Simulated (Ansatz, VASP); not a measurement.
## V: VASP beside Ansatz

File INCAR:

```
PREC = Accurate
ENCUT = 520
EDIFF = 1E-6
ISMEAR = -1
SIGMA = 0.05
LREAL = False
LASPH = True
NELM = 150
ALGO = Normal
ISIF = 2
LWAVE = False
LCHARG = True
ISPIN = 2
MAGMOM = 1
LORBIT = 11
LMAXMIX = 4
GGA = PE
LELF = True
LVHAR = True
NBANDS = 16
```

The input KPOINTS:

```
Automatic mesh
0
Gamma
  23 23 23
```

Contents of POSCAR:

```
V
1.0
    0.0000000000      1.9085706461      1.9085706461
    1.9085706461      0.0000000000      1.9085706461
    1.9085706461      1.9085706461      0.0000000000
V
1
Direct
    0.0000000000      0.0000000000      0.0000000000
```

Input for Ansatz:

```yaml
crystal:
  lattice:
    - [0.0, 1.9085706461, 1.9085706461]
    - [1.9085706461, 0.0, 1.9085706461]
    - [1.9085706461, 1.9085706461, 0.0]
  atoms:
    - { symbol: V, position: [0.0, 0.0, 0.0], spin: 1.0 }
hamiltonian:
  xc: pbe
  pseudopotentials:
    kind: paw
    azcp:
      V: "pseudopotentials/V.paw.azcp"
basis:
  ecutwfc: 420
  fft_grid_basis: typed
kpoints:
  mp_grid: { grid: [23, 23, 23], shift: [0, 0, 0] }
magnetization:
  spin_polarized: true
scf:
  occupations: { method: fermi_dirac, width: 0.05 }
```

Alike in both runs: task single point; functional PBE; k mesh 23 × 23 × 23; occupations fermi-dirac, width 0.05 eV; collinear spin.

|  | VASP | Ansatz |
| --- | --- | --- |
| version | VASP 6.6.1 | Ansatz 0.2.0 |
| potentials or method | VASP PAW PBE potentials, release 64 (V_sv), cutoff 520 eV | plane waves (420 eV) with PAW, scalar-relativistic |
| valence electrons in the cell | 13 | 13 |

```tsv
	VASP	Ansatz	Ansatz less VASP
net moment per atom (μB)	0.00	0.00	-0.001
```

Ansatz's warnings: seeded moment not kept.
